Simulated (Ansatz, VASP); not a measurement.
One calculation of TiSb, two programs

Contents of INCAR:

```
PREC = Accurate
ENCUT = 520
EDIFF = 1E-6
ISMEAR = -1
SIGMA = 0.03
LREAL = F
LASPH = T
NELM = 60
ALGO = Normal
ISIF = 2
LWAVE = F
LCHARG = T
LELF = T
LVHAR = T
NBANDS = 25
```

Contents of KPOINTS:

```
regular mesh
0
Gamma
  12 12 7
```

Contents of POSCAR:

```
TiSb
1.0
    4.1032991169      0.0000000000      0.0000000000
   -2.0516495585      3.5535612746      0.0000000000
    0.0000000000      0.0000000000      6.4092720000
Ti Sb
2 2
Direct
    0.0000000000      0.0000000000      0.0000000000
    0.0000000000      0.0000000000      0.5000000000
    0.3333333333      0.6666666667      0.2500000000
    0.6666666667      0.3333333333      0.7500000000
```

Input for Ansatz:

```yaml
crystal:
  lattice:
    - [4.1032991169, 0.0, 0.0]
    - [-2.0516495585, 3.5535612746, 0.0]
    - [0.0, 0.0, 6.409272]
  atoms:
    - { symbol: Ti, position: [0.0, 0.0, 0.0] }
    - { symbol: Ti, position: [0.0, 0.0, 0.5] }
    - { symbol: Sb, position: [0.3333333333, 0.6666666667, 0.25] }
    - { symbol: Sb, position: [0.6666666667, 0.3333333333, 0.75] }
kpoints:
  mp_grid: { grid: [12, 12, 7] }
  band_path:
    path:
      - [0.0, 0.0, 0.0]
      - [0.5, 0.0, 0.0]
      - [0.3333333333, 0.3333333333, 0.0]
      - [0.0, 0.0, 0.0]
      - [0.0, 0.0, 0.5]
      - [0.5, 0.0, 0.5]
      - [0.3333333333, 0.3333333333, 0.5]
      - [0.0, 0.0, 0.5]
      - [0.5, 0.0, 0.5]
    npoints: 5
scf:
  occupations: { method: fermi_dirac, width: 0.03 }
hamiltonian:
  xc: lda
  pseudopotentials: { kind: all_electron, lapw: { basis_error: 0.001 } }
output:
  forces: true
  stress: true
  eigenvalues: true
```

Change from the starting cell: zz strain of +2 %.

Alike in both runs: task single point; functional LDA; k mesh 12 × 12 × 7; occupations fermi-dirac, width 0.03 eV; no spin polarisation.

|  | VASP | Ansatz |
| --- | --- | --- |
| version | VASP 6.6.1 | Ansatz 0.2.0 |
| potentials or method | VASP PAW LDA potentials, release 64 (Ti_sv, Sb), cutoff 520 eV | all-electron LAPW, scalar-relativistic |

|  | VASP | Ansatz | Ansatz less VASP |
| --- | --- | --- | --- |
| pressure (GPa) | -9.7 | -9.9 | -0.22 |
| traceless stress, the component that is largest in VASP (GPa) | -1.03 | -1.06 | -0.037 |

LDA's correlation is that of Perdew and Zunger in VASP and of Perdew and Wang (1992) in Ansatz. Ansatz ran all-electron here, and VASP with PAW potentials.

Spin-orbit coupling is off throughout.
